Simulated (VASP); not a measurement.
Input of a VASP 6.6.1 run:

File INCAR:

```
SYSTEM = HfN
PREC = Accurate
ENCUT = 520
EDIFF = 1E-6
ISMEAR = 0
SIGMA = 0.15
LREAL = .False.
LASPH = .True.
NELM = 100
ALGO = Normal
ISIF = 2
LWAVE = .False.
LCHARG = .False.
GGA = PS
NBANDS = 14
```

The input KPOINTS:

```
regular mesh
0
Gamma
  18 18 18
  0 0 0
```

POSCAR

```
HfN
1.0
    0.0000000000      2.3493600000      2.1686400000
    2.3493600000      0.0000000000      2.1686400000
    2.3493600000      2.3493600000      0.0000000000
Hf N
1 1
Direct
    0.0000000000      0.0000000000      0.0000000000
    0.5000000000      0.5000000000      0.5000000000
```

Potentials or basis: VASP PAW PBE potentials, release 64 (Hf_pv, N).

Command:

```bash
$ cat potpaw_PBE.64/Hf_pv/POTCAR potpaw_PBE.64/N/POTCAR > POTCAR
$ mpirun -np 1 vasp_std > vasp.out
```

(1) Estimate the band gap on the k mesh.

(2) What does it give for the pressure?

Results:

(1) zero (an odd number of electrons rules out a gap without spin polarisation).

(2) -10.6 GPa.

Caveat: the cell differs from its parent crystal (strain +0.040 along x and y, -0.040 along z); the stress differs along the axes, from -23 to 15 GPa; the PAW data sets were made with another functional, which shifts forces and pressure a little; spin-orbit coupling is left out, which moves the levels of the heavy elements.
